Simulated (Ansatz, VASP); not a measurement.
## Two plane-wave programs on KF

```
K F
1.0
     0.00000    2.65896    2.64567
     2.65896    0.00000    2.64567
     2.65896    2.65896    0.00000
K F
1 1
Cartesian
  0.0000 0.0000 0.0000
  2.6590 2.6590 2.6457
```

Change from the starting cell: uniaxial_z strain -0.5%.

Alike in both runs: task single point; functional PBE; k mesh 8 × 8 × 8; occupations fermi-dirac, width 0.02 eV; no spin polarisation.

|  | VASP | Ansatz |
| --- | --- | --- |
| version | VASP 6.6.1 | Ansatz 0.2.0 |
| potentials or method | VASP PAW PBE potentials, release 64 (K_sv, F) | plane waves, PAW |
| plane-wave cutoff (eV) | 520 | 420 |
| valence electrons in the cell | 16 | 16 |

VASP gave:

* gap on the k mesh at the Fermi level (eV): 6.26
* pressure (GPa): 2.2
* traceless stress, the component that is largest in VASP (GPa): 0.22

Q: Which values does Ansatz return?

A: gap on the k mesh at the Fermi level (eV): 6.28; pressure (GPa): 2.1; traceless stress, the component that is largest in VASP (GPa): 0.21.

The functional is the same, so the differences come from potentials, cutoffs and numerics.
